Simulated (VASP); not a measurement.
Wanted: the native input for a VASP 6.6.1 run.

```
Task                   : single point
Functional             : r2SCAN
Potentials or basis    : VASP PAW PBE potentials, release 64 (La)
Cutoff                 : 520 eV
k mesh                 : 9 × 9 × 9
Occupations            : fermi-dirac, width 0.05 eV
Spin                   : no spin polarisation
Dipole correction      : no
Further INCAR settings : ALGO = Normal; EDIFF = 1e-07; NBANDS = 12
```

The system is La.

```
CELL_PARAMETERS angstrom
-2.16549 2.16549 2.16549
2.16549 -2.16549 2.16549
2.16549 2.16549 -2.16549
ATOMIC_POSITIONS crystal
La 0.00000 0.00000 0.00000
```

One way to write it, as run:

POSCAR

```
La
1.0
   -2.1654853927      2.1654853927      2.1654853927
    2.1654853927     -2.1654853927      2.1654853927
    2.1654853927      2.1654853927     -2.1654853927
La
1
Direct
    0.0000000000      0.0000000000      0.0000000000
```

INCAR.step1

```
ALGO = Normal ; EDIFF = 1E-4
ENCUT = 520 ; GGA = PE
ISMEAR = -1 ; LASPH = True
LCHARG = False ; LREAL = False
LWAVE = True ; NBANDS = 12
NELM = 80 ; PREC = Accurate
SIGMA = 0.05
```

INCAR.step2

```
ALGO = Normal ; EDIFF = 1E-7
ENCUT = 520 ; ISIF = 2
ISMEAR = -1 ; ISTART = 1
LASPH = True ; LCHARG = True
LELF = True ; LMIXTAU = True
LREAL = False ; LVHAR = True
LWAVE = False ; METAGGA = R2SCAN
NBANDS = 12 ; NELM = 80
PREC = Accurate ; SIGMA = 0.05
```

KPOINTS

```
k-points
0
Gamma
  9 9 9
```

Potentials or basis: VASP PAW PBE potentials, release 64 (La).

Run with:

```bash
$ cat potpaw_PBE.64/La/POTCAR > POTCAR
$ cp INCAR.step1 INCAR
$ mpirun -np 1 vasp_std > vasp.out
$ cp INCAR.step2 INCAR
$ mpirun -np 1 vasp_std > vasp.out
```

It gave:

The pressure is -1.4 GPa.

Caveat: the PAW data sets were made with another functional, which shifts forces and pressure a little.

It took 91 s on 1 thread of AMD EPYC 7R13 Processor (Zen 3), with other jobs on the host, peak memory 0.15 GiB.
